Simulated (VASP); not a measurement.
# Cd (P6_3/mmc) in VASP: further runs

The runs below take Cd through single point, with r2SCAN.

Everything below comes from runs of VASP 6.6.1. Logs are shortened: lines on timing, memory, paths and dates and some standing lists are left out, and cuts for length are marked.

### Step 1. The cell of the first run

Symmetry: P6_3/mmc, No. 194, hexagonal system. Conventional cell: a = 2.951 Å, b = 2.951 Å, c = 5.884 Å, α = 90.00°, β = 90.00°, γ = 120.00°. Cd (site symmetry -6m2) has 12 Cd at 2.95 to 3.40 Å within 3.9 Å.

### Step 2. Single point, r2SCAN

POSCAR reads:

```
Cd
1.0
    2.9509006248      0.0000000000      0.0000000000
   -1.4754503124      2.5555549051      0.0000000000
    0.0000000000      0.0000000000      5.8838547497
Cd
2
Direct
    0.3333333333      0.6666666667      0.2500000000
    0.6666666667      0.3333333333      0.7500000000
```

INCAR.step1 reads:

```
ALGO     = Normal         # electronic algorithm
EDIFF    = 1E-4           # SCF threshold, eV
ENCUT    = 520            # plane-wave cutoff, eV
GGA      = PE             # functional
ISMEAR   = -1             # smearing method
LASPH    = True           # aspherical terms in the spheres
LCHARG   = False          # write CHGCAR
LREAL    = False          # projectors in reciprocal space
LWAVE    = True           # write WAVECAR
NBANDS   = 19             # bands
NELM     = 60             # most SCF steps
PREC     = Accurate       # precision mode
SIGMA    = 0.1            # smearing width, eV
```

INCAR.step2 reads:

```
ALGO     = Normal         # electronic algorithm
EDIFF    = 1E-6           # SCF threshold, eV
ENCUT    = 520            # plane-wave cutoff, eV
ISIF     = 2              # what is computed and relaxed
ISMEAR   = -1             # smearing method
ISTART   = 1            
LASPH    = True           # aspherical terms in the spheres
LCHARG   = False          # write CHGCAR
LMIXTAU  = True         
LREAL    = False          # projectors in reciprocal space
LWAVE    = False          # write WAVECAR
METAGGA  = R2SCAN         # meta-GGA
NBANDS   = 19             # bands
NELM     = 60             # most SCF steps
PREC     = Accurate       # precision mode
SIGMA    = 0.1            # smearing width, eV
```

KPOINTS reads:

```
k-points
0
Gamma
  2 2 1
```

Potentials or basis: VASP PAW PBE potentials, release 64 (Cd).

The run is started by

```console
$ cat potpaw_PBE.64/Cd/POTCAR > POTCAR
$ cp INCAR.step1 INCAR
$ mpirun -np 1 vasp_std > vasp.out
$ cp INCAR.step2 INCAR
$ mpirun -np 1 vasp_std > vasp.out
```

OUTCAR:

```text
EDIFF = 1E-6
   ENCUT = 520
   ISIF = 2
   ISMEAR = -1
   ISTART = 1
   LASPH = True
   LREAL = False
   METAGGA = R2SCAN
   NELM = 60
   PREC = Accurate

 ion  position               nearest neighbor table
   1  0.333  0.667  0.250-   2 3.40   2 3.40   2 3.40   2 3.40   2 3.40   2 3.40
   2  0.667  0.333  0.750-   1 3.40   1 3.40   1 3.40   1 3.40   1 3.40   1 3.40

  LATTYP: Found a hexagonal cell.
 ALAT       =     2.9509006248
 C/A-ratio  =     1.9939182974

  Lattice vectors:

 A1 = (   2.9509006248,   0.0000000000,   0.0000000000)
 A2 = (  -1.4754503124,   2.5555549051,   0.0000000000)
 A3 = (   0.0000000000,   0.0000000000,   5.8838547497)

Analysis of symmetry for initial positions (statically):
=====================================================================
 Subroutine PRICEL returns:
 Original cell was already a primitive cell.

 Routine SETGRP: Setting up the symmetry group for a
 hexagonal supercell.

 Subroutine GETGRP returns: Found 24 space group operations
 (whereof 12 operations were pure point group operations)
 out of a pool of 24 trial point group operations.

The static configuration has the point symmetry D_3d.
 The point group associated with its full space group is D_6h.

Analysis of symmetry for dynamics (positions and initial velocities):
=====================================================================
 Subroutine PRICEL returns:
 Original cell was already a primitive cell.

 Routine SETGRP: Setting up the symmetry group for a
 hexagonal supercell.

 Subroutine GETGRP returns: Found 24 space group operations
 (whereof 12 operations were pure point group operations)
 out of a pool of 24 trial point group operations.

The dynamic configuration has the point symmetry D_3d.
 The point group associated with its full space group is D_6h.

 Subroutine INISYM returns: Found 24 space group operations
 (whereof 12 operations are pure point group operations),
 and found     1 'primitive' translations

----------------------------------------------------------------------------------------

                                     Primitive cell

  volume of cell :      44.3713

  direct lattice vectors                    reciprocal lattice vectors
     2.950900625  0.000000000  0.000000000     0.338879592  0.195652224  0.000000000
    -1.475450312  2.555554905  0.000000000     0.000000000  0.391304447  0.000000000
     0.000000000  0.000000000  5.883854750     0.000000000  0.000000000  0.169956609

  length of vectors
     2.950900625  2.950900625  5.883854750     0.391304447  0.391304447  0.169956609

  position of ions in fractional coordinates (direct lattice)
     0.333333333  0.666666667  0.250000000
     0.666666667  0.333333333  0.750000000

  ion indices of the primitive-cell ions
   primitive index   ion index
                 1           1
                 2           2

----------------------------------------------------------------------------------------

 KPOINTS: k-points

Automatic generation of k-mesh.
 Grid dimensions read from file:
 generate k-points for:    2    2    1

 Generating k-lattice:

  Cartesian coordinates                     Fractional coordinates (reciprocal lattice)
     0.169439796  0.097826112  0.000000000     0.500000000 -0.000000000  0.000000000
     0.000000000  0.195652224  0.000000000     0.000000000  0.500000000  0.000000000
     0.000000000  0.000000000  0.169956609     0.000000000  0.000000000  1.000000000

  Length of vectors
     0.195652224  0.195652224  0.169956609

  Shift w.r.t. Gamma in fractional coordinates (k-lattice)
     0.000000000  0.000000000  0.000000000

 Subroutine IBZKPT returns following result:
 ===========================================

 Found      2 irreducible k-points:

 Following reciprocal coordinates:
            Coordinates               Weight
  0.000000  0.000000  0.000000      1.000000
  0.500000 -0.000000  0.000000      3.000000
   k-points           NKPTS =      2   k-points in BZ     NKDIM =      2   number of bands    NBANDS=     19
   number of dos      NEDOS =    301   number of ions     NIONS =      2
   total plane-waves  NPLWV =  27648
   dimension x,y,z NGX =    24 NGY =   24 NGZ =   48
   dimension x,y,z NGXF=    48 NGYF=   48 NGZF=   96
   ions per type =               2
   NGX,Y,Z   is equivalent  to a cutoff of  13.52, 13.52, 13.56 a.u.
   NGXF,Y,Z  is equivalent  to a cutoff of  27.04, 27.04, 27.12 a.u.
 SYSTEM =  unknown system
   PREC   = accura    normal or accurate (medium, high low for compatibility)
   ISTART =      1    job   : 0-new  1-cont  2-samecut
   ICHARG =      0    charge: 1-file 2-atom 10-const
   ISPIN  =      1    spin polarized calculation?
   LNONCOLLINEAR =      F non collinear calculations
   LSORBIT =      F    spin-orbit coupling
   LASPH  =      T    aspherical Exc in radial PAW
   ENCUT  =  520.0 eV  38.22 Ry    6.18 a.u.   5.49  5.49 10.94*2*pi/ulx,y,z
   NELM   =     60;   NELMIN=  2; NELMDL=  0     # of ELM steps
   EDIFF  = 0.1E-05   stopping-criterion for ELM
   LREAL  =      F    real-space projection
   EDIFFG = 0.1E-04   stopping-criterion for IOM
   NSW    =      0    number of steps for IOM
   IBRION =     -1    ionic relax: 0-MD 1-quasi-New 2-CG
   NFREE  =      0    steps in history (QN), initial steepest desc. (CG)
   ISIF   =      2    stress and relaxation
   ISYM   =      2    0-nonsym 1-usesym 2-fastsym
   POTIM  = 0.5000    time-step for ionic-motion
   TEBEG  =    0.0;   TEEND  =   0.0 temperature during run
   PSTRESS=    0.0 pullay stress
   NELECT =      24.0000    total number of electrons
   NUPDOWN=      -1.0000    fix difference up-down
   EMIN   =  10.00;   EMAX   =-10.00  energy-range for DOS
   EFERMI =   0.00;   METHOD = LEGACY
   ISMEAR =    -1;   SIGMA  =   0.10  broadening in eV -4-tet -1-fermi 0-gaus
   EFERMI_NEDOS =   21; number of points for ismear=-14 and -15
   IALGO  =     38    algorithm
   IMIX   =      4    mixing-type and parameters
     AMIX     =   0.40;   BMIX     =  1.00
     AMIX_MAG =   1.60;   BMIX_MAG =  1.00
  volume/ion in A,a.u.               =      22.19       149.72
  Fermi-wavevector in a.u.,A,eV,Ry     =   1.333863  2.520636 24.207368  1.779191
  Thomas-Fermi vector in A             =   2.462689
   LORBIT       =      0    0 simple, 1 ext, 2 COOP (PROOUT), +10 PAW based schemes
   METAGGA = R2SCAN    functional components
   LHFCALC =     F    Hartree Fock is set to
   AEXX    =    0.0000 exact exchange contribution
   IVDW    =     0    specifies the selected vdW correction
   LEPSILON=     F    determine dielectric tensor
   LRPA    =     F    only Hartree local field effects (RPA)
 non-spin polarized calculation
  energy-cutoff  :      520.00
  volume of cell :       44.37
 maximum number of plane-waves:      1221
 NGX is ok and might be reduce to    24
   NGX = 11   NGY = 11   NGZ = 21

 number of electron      24.0000004 magnetization

 Free energy of the ion-electron system (eV)
  ---------------------------------------------------
  ext. energy  EPLUGINS =         0.00000000
  ---------------------------------------------------
  free energy    TOTEN  =       -38.40651330 eV

  energy without entropy =      -38.31022296  energy(sigma->0) =      -38.35836813

 E-fermi :   1.1839     XC(G=0): -11.6952

 val. band max:        1.1142867317   @ k =   0.5000  -0.0000   0.0000
 cond. band min:       4.5533770860   @ k =   0.5000  -0.0000   0.0000
 fundamental gap:      3.4390903543
 Fermi energy:         1.1839250488

 k-point     1 :       0.0000    0.0000    0.0000
  band No.  band energies     occupation
      1      -7.6208      2.00000
      2      -7.4323      2.00000
      3      -6.9752      2.00000
      4      -6.9752      2.00000
      5      -6.9381      2.00000
      6      -6.9381      2.00000
[... 11 lines left out ...]
     18      19.1322      0.00000
     19      19.3054      0.00000

 k-point     2 :       0.5000   -0.0000    0.0000
  band No.  band energies     occupation
      1      -7.7967      2.00000
      2      -7.6455      2.00000
      3      -7.3514      2.00000
      4      -6.9479      2.00000
      5      -6.6077      2.00000
      6      -6.5192      2.00000
[... 11 lines left out ...]
     18      16.2118      0.00000
     19      16.3716      0.00000

------------------------ aborting loop because EDIFF is reached ----------------------------------------

  FORCE on cell =-STRESS in cart. coord.  units (eV):
  Direction    XX          YY          ZZ          XY          YZ          ZX
  --------------------------------------------------------------------------------------
  -------------------------------------------------------------------------------------
  Total        4.0994327      4.0994327     -4.5771711      0.0000000     -0.0000000      0.0000000
  in kB      148.0241589    148.0241589   -165.2745516      0.0000000     -0.0000000      0.0000000
  external PRESSURE =      43.5912554 kB  Pullay stress =       0.0000000 kB

 VOLUME and BASIS-vectors are now :
 -----------------------------------------------------------------------------
  energy-cutoff  :      520.00
  volume of cell :       44.37
      direct lattice vectors                 reciprocal lattice vectors
     2.950900625  0.000000000  0.000000000     0.338879592  0.195652224  0.000000000
    -1.475450312  2.555554905  0.000000000     0.000000000  0.391304447  0.000000000
     0.000000000  0.000000000  5.883854750     0.000000000  0.000000000  0.169956609

 POSITION                                       TOTAL-FORCE (eV/Angst)
 -----------------------------------------------------------------------------------
     -0.00000      1.70370      1.47096         0.000000     -0.000000     -0.000000
      1.47545      0.85185      4.41289        -0.000000      0.000000      0.000000
 -----------------------------------------------------------------------------------
    total drift:                               -0.000000      0.000000     -0.000000

  FREE ENERGIE OF THE ION-ELECTRON SYSTEM (eV)
  ---------------------------------------------------
  free  energy   TOTEN  =       -38.4065132963 eV

  energy  without entropy=      -38.3102229593  energy(sigma->0) =      -38.35836813
```

It took 35 s on 1 thread of Intel Xeon 8259CL, shared host; peak memory 0.17 GiB.

What came out:

- Free energy: -38.4065 eV
- Pressure: 4.4 GPa
- Band gap on the k mesh: zero (bands 12 and 13 overlap by 1.62 eV)

Stress tensor (GPa, compression positive):
```
 14.80   0.00   0.00
  0.00  14.80   0.00
  0.00   0.00 -16.53
```

Caveat: the k points lie up to 1.23 Å⁻¹ apart, too coarse for converged energies and pressures of a metal; the PAW data sets were made with another functional, which shifts forces and pressure a little.

### Step 3. Single point, r2SCAN

POSCAR is that of step 2.

INCAR.step1 reads:

```
SYSTEM = Cd
PREC = Accurate
ENCUT = 520
ISMEAR = -1
SIGMA = 0.1
LREAL = .False.
LASPH = .True.
NELM = 100
NBANDS = 19
GGA = PE
ALGO = Normal
EDIFF = 1E-4
LWAVE = .True.
LCHARG = .False.
```

INCAR.step2 reads:

```
SYSTEM = Cd
PREC = Accurate
ENCUT = 520
EDIFF = 1E-7
ISMEAR = -1
SIGMA = 0.1
LREAL = .False.
LASPH = .True.
NELM = 100
ALGO = Normal
ISIF = 2
LWAVE = .False.
LCHARG = .False.
METAGGA = R2SCAN
LMIXTAU = .True.
NBANDS = 19
ISTART = 1
```

KPOINTS reads:

```
Automatic mesh
0
Gamma
  3 3 2
  0 0 0
```

Potentials or basis: VASP PAW PBE potentials, release 64 (Cd).

The run is started by

```console
$ cat potpaw_PBE.64/Cd/POTCAR > POTCAR
$ cp INCAR.step1 INCAR
$ mpirun -np 1 vasp_std > vasp.out
$ cp INCAR.step2 INCAR
$ mpirun -np 1 vasp_std > vasp.out
```

OUTCAR:

```text
SYSTEM = Cd
   PREC = Accurate
   ENCUT = 520
   EDIFF = 1E-7
   ISMEAR = -1
   LREAL = .False.
   LASPH = .True.
   NELM = 100
   ISIF = 2
   METAGGA = R2SCAN
   ISTART = 1

 ion  position               nearest neighbor table
   1  0.333  0.667  0.250-   2 3.40   2 3.40   2 3.40   2 3.40   2 3.40   2 3.40
   2  0.667  0.333  0.750-   1 3.40   1 3.40   1 3.40   1 3.40   1 3.40   1 3.40

  LATTYP: Found a hexagonal cell.
 ALAT       =     2.9509006248
 C/A-ratio  =     1.9939182974

  Lattice vectors:
[... 300 lines left out ...]

------------------------ aborting loop because EDIFF is reached ----------------------------------------

  FORCE on cell =-STRESS in cart. coord.  units (eV):
  Direction    XX          YY          ZZ          XY          YZ          ZX
  --------------------------------------------------------------------------------------
  -------------------------------------------------------------------------------------
  Total       -0.2956507     -0.2956507      2.8159446      0.0000000      0.0000000      0.0000000
  in kB      -10.6754878    -10.6754878    101.6793948      0.0000000      0.0000000      0.0000000
  external PRESSURE =      26.7761397 kB  Pullay stress =       0.0000000 kB

 VOLUME and BASIS-vectors are now :
 -----------------------------------------------------------------------------
  energy-cutoff  :      520.00
  volume of cell :       44.37
      direct lattice vectors                 reciprocal lattice vectors
     2.950900625  0.000000000  0.000000000     0.338879592  0.195652224  0.000000000
    -1.475450312  2.555554905  0.000000000     0.000000000  0.391304447  0.000000000
     0.000000000  0.000000000  5.883854750     0.000000000  0.000000000  0.169956609

 POSITION                                       TOTAL-FORCE (eV/Angst)
 -----------------------------------------------------------------------------------
     -0.00000      1.70370      1.47096         0.000000      0.000000     -0.000000
      1.47545      0.85185      4.41289        -0.000000     -0.000000      0.000000
 -----------------------------------------------------------------------------------
    total drift:                               -0.000000      0.000000     -0.000000

  FREE ENERGIE OF THE ION-ELECTRON SYSTEM (eV)
  ---------------------------------------------------
  free  energy   TOTEN  =       -39.8509646861 eV

  energy  without entropy=      -39.7752285736  energy(sigma->0) =      -39.81309663
```

OSZICAR.step1:

```text
N       E                     dE             d eps       ncg     rms          rms(c)
DAV:   1     0.178408523337E+03    0.17841E+03   -0.13016E+04   228   0.126E+03
DAV:   2     0.285024721269E+01   -0.17556E+03   -0.16987E+03   231   0.334E+02
DAV:   3    -0.126449261425E+01   -0.41147E+01   -0.41054E+01   268   0.585E+01
DAV:   4    -0.127161490454E+01   -0.71223E-02   -0.71216E-02   265   0.231E+00
DAV:   5    -0.127163832532E+01   -0.23421E-04   -0.23420E-04   234   0.125E-01    0.448E+00
DAV:   6    -0.117327554198E+01    0.98363E-01   -0.24289E-01   246   0.573E+00    0.355E+00
DAV:   7    -0.116852316852E+01    0.47524E-02   -0.24084E-02   246   0.142E+00    0.168E+00
DAV:   8    -0.116866084370E+01   -0.13768E-03   -0.28785E-03   251   0.658E-01    0.855E-02
DAV:   9    -0.116869730028E+01   -0.36457E-04   -0.11942E-05   148   0.319E-02
   1 F= -.11686973E+01 E0= -.11301609E+01  d E =-.770729E-01
```

Wall time 51 s (1 thread of Intel Xeon 8259CL, shared host); peak memory 0.17 GiB.

What came out:

```
Free energy            : -39.8510 eV
Pressure               : 2.7 GPa
Band gap on the k mesh : zero (bands 12 and 13 overlap by 4.38 eV)
```

Caveat: the k points lie up to 0.82 Å⁻¹ apart, too coarse for converged energies and pressures of a metal; the PAW data sets were made with another functional, which shifts forces and pressure a little.

[end of part 1 of 2]

The gap in the log of VASP goes by the Fermi energy; the results here count the filled bands.